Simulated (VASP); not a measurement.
Write the native input for VASP 6.6.1 that does the following.

```
Task                   : single point
Functional             : LDA
Potentials or basis    : VASP PAW LDA potentials, release 64 (Cs_sv, O)
Cutoff                 : 520 eV
k mesh                 : 8 × 8 × 8
Occupations            : gaussian, width 0.05 eV
Spin                   : no spin polarisation
Dipole correction      : no
Further INCAR settings : ALGO = Normal; EDIFF = 1e-07; NBANDS = 23
```

The structure of CsO lies in POSCAR:

```
CsO
1.0
   -2.1610000000      3.2632250000      3.7585000000
    2.1610000000     -3.2632250000      3.7585000000
    2.1610000000      3.2632250000     -3.7585000000
Cs O
2 2
Direct
    0.2500000000      0.2500000000      0.0000000000
    0.7500000000      0.7500000000      0.0000000000
    0.6200000000      0.0000000000      0.6200000000
    0.3800000000      0.0000000000      0.3800000000
```

This cell differs from its parent crystal: strain +0.0150 x Voigt [0, 1, 0, 0, 0, 0].

The input as run:

INCAR

```
PREC = Accurate
ENCUT = 520
EDIFF = 1E-7
ISMEAR = 0
SIGMA = 0.05
LREAL = False
LASPH = True
NELM = 100
ALGO = Normal
ISIF = 2
LWAVE = False
LCHARG = False
NBANDS = 23
```

KPOINTS

```
Automatic mesh
0
Gamma
  8 8 8
```

Potentials or basis: VASP PAW LDA potentials, release 64 (Cs_sv, O).

Command:

```bash
$ cat potpaw_LDA.64/Cs_sv/POTCAR potpaw_LDA.64/O/POTCAR > POTCAR
$ mpirun -np 1 vasp_std > vasp.out
```

Results of the run:

* Pressure: -3.9 GPa
* Largest force: 1.418 eV/Å
* Band gap on the k mesh: 1.58 eV (least direct gap 1.71 eV)

Caveat: the cell differs from its parent crystal (strain +0.0150 x Voigt [0, 1, 0, 0, 0, 0]); the cell stands under tension; spin-orbit coupling is left out, which moves the levels of the heavy elements; forces of over 1 eV/Å act on the atoms, so gaps and moduli don't describe the material at rest.

It took 110 s on 1 thread of AMD EPYC 9R45 96-Core Processor (Zen 5) (shared host), peak memory 0.3 GiB.
